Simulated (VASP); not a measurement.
Runs of VASP 6.6.1 on MgF2. The structure is tetragonal, space group P4_2/mnm (No. 136). The conventional cell has a = 4.615 Å, b = 4.615 Å, c = 3.048 Å, α = 90.00°, β = 90.00°, γ = 90.00°. Mg (site symmetry mmm) has 6 F at 1.98 to 1.99 Å within 2.6 Å. Within 2.6 Å of F (site symmetry m2m) lie 3 Mg at 1.98 to 1.99 Å and 1 F at 2.57 Å. 

```csv
task,level,cutoff (eV),gap on the mesh (eV),pressure (GPa),largest force (eV/Å)
single point,PBE,600,7.13,(a),0.02
electric field gradients,r2SCAN,580,8.04,-1.1,0.01
single point,r2SCAN,660,8.05,-1.2,0.01
electric field gradients,PBE,520,7.13,(b),0.02
```

Alike in all rows: potentials or basis VASP PAW PBE potentials, release 64 (Mg, F); no spin polarisation; cell as given; k mesh 7 × 7 × 11; smearing fermi-dirac 0.01 eV.

Problem. Estimate the missing entries.

Solution. (a) 4.1; (b) 4.3.

Caveats: the cell stands under pressure (at least some runs); the PAW data sets were made with another functional, which shifts forces and pressure a little (at least some runs).

A k mesh can miss the band edges.
